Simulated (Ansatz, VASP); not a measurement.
# Ca2Zr2N in VASP and in Ansatz

```
Ca Zr N
1.0
    -3.32538    3.32538    3.48934
     3.32538   -3.32538    3.48934
     3.32538    3.32538   -3.48934
Ca Zr N
2 2 1
Direct
  0.75000 0.25000 0.50000
  0.25000 0.75000 0.50000
  0.72571 0.72571 0.00000
  0.27429 0.27429 0.00000
  0.00000 0.00000 0.00000
```

Alike in both runs: functional PBE; k mesh 6 × 6 × 6; occupations gaussian, width 0.1 eV; no spin polarisation.

Ansatz relaxed the structure, and its values are those at the end. VASP's run is a single point on that final structure, the one shown.

|  | VASP | Ansatz |
| --- | --- | --- |
| version | VASP 6.6.1 | Ansatz 0.2.0 |
| potentials or method | VASP PAW PBE potentials, release 64 (Ca_sv, Zr_sv, N), cutoff 520 eV | scalar-relativistic, plane waves, PAW |
| valence electrons in the cell | 49 | 49 |

|  | VASP | Ansatz | Ansatz less VASP |
| --- | --- | --- | --- |
| gap on the k mesh at the Fermi level (eV) | none | none | - |
| pressure (GPa) | 0.1 | 0.0 | -0.07 |
| rms of the force components (eV/Å) | 0.025 | 0.002 | -0.0225 |

A gap of «none» marks a metal or a gap that the smearing closes. The functional is the same, so the differences come from potentials, cutoffs and numerics.
